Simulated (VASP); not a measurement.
Input of a VASP 6.6.1 run:

Contents of POSCAR:

```
Os
1.0
    3.8477327885      0.0000000000      0.0000000000
   -1.9238663942      3.3322343418      0.0000000000
    0.0000000000      0.0000000000      6.5599960902
Os
4
Direct
    0.3333333333      0.6666666667      0.4367307379
    0.6666666667      0.3333333333      0.9367307379
    0.6666666667      0.3333333333      0.5632692621
    0.3333333333      0.6666666667      0.0632692621
```

The input INCAR.step1:

```
PREC = Accurate ; ENCUT = 520
ISMEAR = 0 ; SIGMA = 0.1
LREAL = F ; LASPH = T
NELM = 80 ; NBANDS = 24
GGA = PE ; ALGO = Normal
EDIFF = 1E-4 ; LWAVE = T
LCHARG = F
```

File INCAR.step2:

```
PREC = Accurate ; ENCUT = 520
EDIFF = 1E-6 ; ISMEAR = 0
SIGMA = 0.1 ; LREAL = F
LASPH = T ; NELM = 80
ALGO = Normal ; ISIF = 2
LWAVE = F ; LCHARG = F
METAGGA = R2SCAN ; LMIXTAU = T
NBANDS = 24 ; ISTART = 1
```

File KPOINTS:

```
Automatic mesh
0
Gamma
  6 6 4
```

Potentials or basis: VASP PAW PBE potentials, release 64 (Os).

Run with:

```console
$ cat potpaw_PBE.64/Os/POTCAR > POTCAR
$ cp INCAR.step1 INCAR
$ mpirun -np 1 vasp_std > vasp.out
$ cp INCAR.step2 INCAR
$ mpirun -np 1 vasp_std > vasp.out
```

(1) Estimate the largest force.

(2) What does it give for the band gap on the k mesh?

## Answers

(1) 0.106 eV/Å.

(2) zero (bands 16 and 17 overlap by 0.39 eV).

Caveat: the PAW data sets were made with another functional, which shifts forces and pressure a little; spin-orbit coupling is left out, which moves the levels of the heavy elements.
